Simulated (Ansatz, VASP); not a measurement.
## Two plane-wave programs on NaI

```xyz
2
Lattice="0.0000 3.2297 3.2620 3.2297 0.0000 3.2620 3.2297 3.2297 0.0000" Properties=species:S:1:pos:R:3 pbc="T T T"
Na    0.0000    0.0000    0.0000
I     3.2297    3.2297    3.2620
```

Change from the starting cell: uniaxial_z strain +1.0%.

Alike in both runs: task single point; functional r2SCAN; k mesh 8 × 8 × 8; no spin polarisation.

|  | VASP | Ansatz |
| --- | --- | --- |
| version | VASP 6.6.1 | Ansatz 0.2.0 |
| potentials or method | VASP PAW PBE potentials, release 64 (Na_pv, I) | plane waves, PAW |
| plane-wave cutoff (eV) | 520 | 500 |
| occupations | gaussian, width 0.01 eV | fixed |
| valence electrons in the cell | 14 | 26 |

Ansatz gave:

| Quantity | Value |
| --- | --- |
| gap on the k mesh at the Fermi level (eV) | 4.41 |
| pressure (GPa) | -0.2 |
| traceless stress, the component that is largest in VASP (GPa) | -0.17 |

Q: What did VASP give for the same quantities?

A: gap on the k mesh at the Fermi level (eV): 4.42; pressure (GPa): -0.2; traceless stress, the component that is largest in VASP (GPa): -0.17.

VASP's potentials were made for PBE, not for r2SCAN. VASP's potentials hold 14 valence electrons a cell and Ansatz's 26, so a difference there can come from the potentials and not from the codes.

Neither program's run includes spin-orbit coupling.
